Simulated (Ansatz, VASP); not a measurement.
# TiB2 in VASP and in Ansatz

```
CELL_PARAMETERS angstrom
3.05949 0.00000 0.00000
-1.52975 2.64960 0.00000
0.00000 0.00000 3.22840
ATOMIC_POSITIONS crystal
Ti 0.00000 0.00000 0.00000
B 0.33333 0.66667 0.50000
B 0.66667 0.33333 0.50000
```

Change from the starting cell: equal xx and yy strain of +1 %, crystal datasets.

Alike in both runs: task electric field gradients; functional PBEsol; k mesh 15 × 15 × 13; occupations fermi-dirac, width 0.08 eV; no spin polarisation.

|  | VASP | Ansatz |
| --- | --- | --- |
| version | VASP 6.6.1 | Ansatz 0.2.0 |
| potentials or method | VASP PAW PBE potentials, release 64 (Ti_sv, B), cutoff 520 eV | all-electron PAW with datasets made for the crystal, scalar-relativistic |

|  | VASP | Ansatz | Ansatz less VASP |
| --- | --- | --- | --- |
| pressure (GPa) | -9.9 | -10.2 | -0.36 |
| traceless stress, the component that is largest in VASP (GPa) | 1.40 | 1.51 | +0.108 |
| size of Vzz on the site where it differs most (V/Å²) | 17.0 | 19.7 | +2.73 |

VASP's potentials were made for PBE, not for PBEsol. Ansatz ran all-electron here, and VASP with PAW potentials.
